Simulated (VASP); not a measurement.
# SH2 in VASP: single point with rSCAN

Aim: the single point of SH2 with rSCAN.

All numbers are computed with VASP 6.6.1; they aren't measurements. Logs are shortened: lines on timing, memory, paths and dates and some standing lists are left out, and cuts for length are marked.

## Step 1: The cell of the first run

The cell holds a molecule in a box, 3 atoms: a = 11.000 Å, b = 11.000 Å, c = 10.000 Å, α = 90.00°, β = 90.00°, γ = 90.00°.

## Step 2: Single point, rSCAN

The input, INCAR:

```
  METAGGA = RSCAN
  ISMEAR = 0
  SIGMA = 0.03
  LWAVE = F
  LCHARG = F
  ISIF = 0
  PREC = Accurate
  LASPH = T
  LREAL = F
  ALGO = Normal
  EDIFF = 1E-6
  NELM = 120
  GGA_COMPAT = F
  ENCUT = 340
  EFERMI = MIDGAP
  NELMDL = -8
  LMIXTAU = T
```

The input, KPOINTS:

```
k-points
0
Gamma
  1 1 1
```

The input, POSCAR:

```
H2S
1.0
   11.0000000000      0.0000000000      0.0000000000
    0.0000000000     11.0000000000      0.0000000000
    0.0000000000      0.0000000000     10.0000000000
S H
1 2
Direct
    0.5506772700      0.4636454500      0.5359100000
    0.5145318200      0.5798545500      0.5277600000
    0.4516863600      0.4239636400      0.4708900000
```

Potentials or basis: VASP PAW PBE potentials, release 64 (S, H).

On the command line:

```console
$ cat potpaw_PBE.64/S/POTCAR potpaw_PBE.64/H/POTCAR > POTCAR
$ mpirun -np 1 vasp_gam > vasp.out
```

OUTCAR:

```text
METAGGA = RSCAN
   ISMEAR = 0
   ISIF = 0
   PREC = Accurate
   LASPH = T
   LREAL = F
   EDIFF = 1E-6
   NELM = 120
   ENCUT = 340
   EFERMI = MIDGAP
   NELMDL = -8

 Found      1 irreducible k-points:

 Following reciprocal coordinates:
            Coordinates               Weight
  0.000000  0.000000  0.000000      1.000000
   k-points           NKPTS =      1   k-points in BZ     NKDIM =      1   number of bands    NBANDS=      8
   number of dos      NEDOS =    301   number of ions     NIONS =      3
   total plane-waves  NPLWV = 294000
   dimension x,y,z NGX =    70 NGY =   70 NGZ =   60
   dimension x,y,z NGXF=   140 NGYF=  140 NGZF=  120
   ions per type =               1   2
   NGX,Y,Z   is equivalent  to a cutoff of  10.58, 10.58,  9.97 a.u.
   NGXF,Y,Z  is equivalent  to a cutoff of  21.16, 21.16, 19.95 a.u.
 SYSTEM =  unknown system
   PREC   = accura    normal or accurate (medium, high low for compatibility)
   ISTART =      0    job   : 0-new  1-cont  2-samecut
   ICHARG =      2    charge: 1-file 2-atom 10-const
   ISPIN  =      1    spin polarized calculation?
   LNONCOLLINEAR =      F non collinear calculations
   LSORBIT =      F    spin-orbit coupling
   LASPH  =      T    aspherical Exc in radial PAW
   ENCUT  =  340.0 eV  24.99 Ry    5.00 a.u.  16.54 16.54 15.03*2*pi/ulx,y,z
   NELM   =    120;   NELMIN=  2; NELMDL= -8     # of ELM steps
   EDIFF  = 0.1E-05   stopping-criterion for ELM
   LREAL  =      F    real-space projection
   EDIFFG = 0.1E-04   stopping-criterion for IOM
   NSW    =      0    number of steps for IOM
   IBRION =     -1    ionic relax: 0-MD 1-quasi-New 2-CG
   NFREE  =      0    steps in history (QN), initial steepest desc. (CG)
   ISIF   =      0    stress and relaxation
   ISYM   =      2    0-nonsym 1-usesym 2-fastsym
   POTIM  = 0.5000    time-step for ionic-motion
   TEBEG  =    0.0;   TEEND  =   0.0 temperature during run

   SCALEE = 1.0000    scale energy and forces
   PSTRESS=    0.0 pullay stress
   NELECT =       8.0000    total number of electrons
   NUPDOWN=      -1.0000    fix difference up-down
   EMIN   =  10.00;   EMAX   =-10.00  energy-range for DOS
   EFERMI =   0.00;   METHOD = MIDGAP
   ISMEAR =     0;   SIGMA  =   0.03  broadening in eV -4-tet -1-fermi 0-gaus
   EFERMI_NEDOS =   21; number of points for ismear=-14 and -15
   IALGO  =     38    algorithm
   IMIX   =      4    mixing-type and parameters
     AMIX     =   0.40;   BMIX     =  1.00
     AMIX_MAG =   1.60;   BMIX_MAG =  1.00
  volume/ion in A,a.u.               =     403.33      2721.83
  Fermi-wavevector in a.u.,A,eV,Ry     =   0.307263  0.580642  1.284530  0.094410
  Thomas-Fermi vector in A             =   1.181976
   LORBIT       =      0    0 simple, 1 ext, 2 COOP (PROOUT), +10 PAW based schemes
   METAGGA = RSCAN    functional components
   LHFCALC =     F    Hartree Fock is set to
   AEXX    =    0.0000 exact exchange contribution
   IVDW    =     0    specifies the selected vdW correction
   LEPSILON=     F    determine dielectric tensor
   LRPA    =     F    only Hartree local field effects (RPA)

   CSHIFT  =0.1000    complex shift for real part using Kramers Kronig

   OMEGAMAX=  -1.0    maximum frequency
 non-spin polarized calculation
 Gauss-broadening in eV      SIGMA  =   0.03
  energy-cutoff  :      340.00
  volume of cell :     1210.00
 maximum number of plane-waves:      8610
 NGX is ok and might be reduce to    70
   NGX = 33   NGY = 33   NGZ = 31

 number of electron       7.9999993 magnetization

 Free energy of the ion-electron system (eV)
  ---------------------------------------------------
  ext. energy  EPLUGINS =         0.00000000
  ---------------------------------------------------
  free energy    TOTEN  =       -17.71051654 eV

  energy without entropy =      -17.71051654  energy(sigma->0) =      -17.71051654

 E-fermi :  -3.4061     XC(G=0):  -0.5197

 val. band max:       -6.3972102123   @ k =   0.0000   0.0000   0.0000
 cond. band min:      -0.4149237260   @ k =   0.0000   0.0000   0.0000
 fundamental gap:      5.9822864863
 Fermi energy:        -3.4060669691

 k-point     1 :       0.0000    0.0000    0.0000
  band No.  band energies     occupation
      1     -19.1945      2.00000
      2     -11.2825      2.00000
      3      -9.2646      2.00000
      4      -6.3972      2.00000
      5      -0.4149      0.00000
      6      -0.1556      0.00000
      7       0.7429      0.00000
      8       1.1247      0.00000

------------------------ aborting loop because EDIFF is reached ----------------------------------------

 VOLUME and BASIS-vectors are now :
 -----------------------------------------------------------------------------
  energy-cutoff  :      340.00
  volume of cell :     1210.00
      direct lattice vectors                 reciprocal lattice vectors
    11.000000000  0.000000000  0.000000000     0.090909091  0.000000000  0.000000000
     0.000000000 11.000000000  0.000000000     0.000000000  0.090909091  0.000000000
     0.000000000  0.000000000 10.000000000     0.000000000  0.000000000  0.100000000

 POSITION                                       TOTAL-FORCE (eV/Angst)
 -----------------------------------------------------------------------------------
      6.05745      5.10010      5.35910        -0.041040      0.020698     -0.018983
      5.65985      6.37840      5.27760         0.002274     -0.053138     -0.005304
      4.96855      4.66360      4.70890         0.038766      0.032440      0.024287
 -----------------------------------------------------------------------------------
    total drift:                                0.001724     -0.000185      0.000620

  FREE ENERGIE OF THE ION-ELECTRON SYSTEM (eV)
  ---------------------------------------------------
  free  energy   TOTEN  =       -17.7105165357 eV

  energy  without entropy=      -17.7105165357  energy(sigma->0) =      -17.71051654
```

Wall time 2.8 min (1 thread of Intel Xeon Platinum 8375C at 2.90GHz (Ice Lake), shared host); peak memory 0.69 GiB.

What came out:

```
Free energy                     : -17.7105 eV
Largest force                   : 0.056 eV/Å
Gap between the frontier levels : 5.98 eV
```

Forces in eV/Å, atoms in the order of the input:
```
S   -0.041  0.021 -0.019
H    0.002 -0.053 -0.005
H    0.039  0.032  0.024
```

Levels at points of the mesh, in eV from the valence-band top:
```
           k point  band 1  band 2  band 3  band 4  band 5  band 6  band 7  band 8
(0.00, 0.00, 0.00)  -12.80   -4.89   -2.87    0.00    5.98    6.24    7.14    7.52
```

Caveat: the PAW data sets were made with another functional, which shifts forces and pressure a little.
